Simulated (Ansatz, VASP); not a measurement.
## Two plane-wave programs on Be

```
Be
1.0
     2.28530    0.00000    0.00000
    -1.14265    1.97913    0.00000
     0.00000    0.00000    3.58420
Be
2
Direct
  0.66667 0.33333 0.75000
  0.33333 0.66667 0.25000
```

Alike in both runs: task single point; functional PBE; k mesh 13 × 13 × 8; occupations gaussian, width 0.1 eV; no spin polarisation.

|  | VASP | Ansatz |
| --- | --- | --- |
| version | VASP 6.6.1 | Ansatz 0.2.0 |
| potentials or method | VASP PAW PBE potentials, release 64 (Be) | Ansatz PAW |
| plane-wave cutoff (eV) | 520 | 420 |
| valence electrons in the cell | 4 | 4 |

VASP gave:

- gap on the k mesh at the Fermi level (eV): none
- pressure (GPa): -2.7
- traceless stress, the component that is largest in VASP (GPa): -0.65

What did Ansatz give for the same quantities?

gap on the k mesh at the Fermi level (eV): none; pressure (GPa): -2.8; traceless stress, the component that is largest in VASP (GPa): -0.67.

A gap of «none» marks a metal or a gap that the smearing closes.
